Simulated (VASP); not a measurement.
A run of VASP 6.6.1 is set up as follows.

Contents of INCAR:

```
SYSTEM = PbO2
  PREC = Accurate
  ENCUT = 600
  EDIFF = 1E-6
  ISMEAR = 0
  SIGMA = 0.1
  LREAL = .FALSE.
  LASPH = .TRUE.
  NELM = 100
  ALGO = Normal
  ISIF = 4
  LWAVE = .FALSE.
  LCHARG = .FALSE.
  GGA = PE
  IBRION = 2
  NSW = 50
  EDIFFG = -0.01
```

The input KPOINTS:

```
regular mesh
0
G
  8 8 10
  0 0 0
```

The input POSCAR:

```
PbO2
1.0
    5.2924377968      0.0000000000      0.0000000000
    0.0000000000      5.2924377968      0.0000000000
    0.0000000000      0.0000000000      3.4919317052
Pb O
2 4
Direct
    0.0000000000      0.0000000000      0.0000000000
    0.5000000000      0.5000000000      0.5000000000
    0.3099331964      0.3099331964      0.0000000000
    0.1900668036      0.8099331964      0.5000000000
    0.6900668036      0.6900668036      0.0000000000
    0.8099331964      0.1900668036      0.5000000000
```

Potentials or basis: VASP PAW PBE potentials, release 64 (Pb_d, O).

Command:

```sh
$ cat potpaw_PBE.64/Pb_d/POTCAR potpaw_PBE.64/O/POTCAR > POTCAR
$ mpirun -np 1 vasp_std > vasp.out
```

**Question.** Estimate the band gap on the k mesh.

**Answer.** 0.02 eV (least direct gap 0.07 eV).

Final structure:
```xyz
6
Lattice="5.3212 0.0000 0.0000 0.0000 5.3212 0.0000 0.0000 0.0000 3.4543" Properties=species:S:1:pos:R:3 pbc="T T T"
Pb    0.0000    0.0000    0.0000
Pb    2.6606    2.6606    1.7272
O     1.6580    1.6580    0.0000
O     1.0026    4.3186    1.7272
O     3.6632    3.6632    0.0000
O     4.3186    1.0026    1.7272
```

Caveat: the smearing spreads over this small gap; spin-orbit coupling is left out, which moves the levels of the heavy elements. A k mesh can miss the band edges.
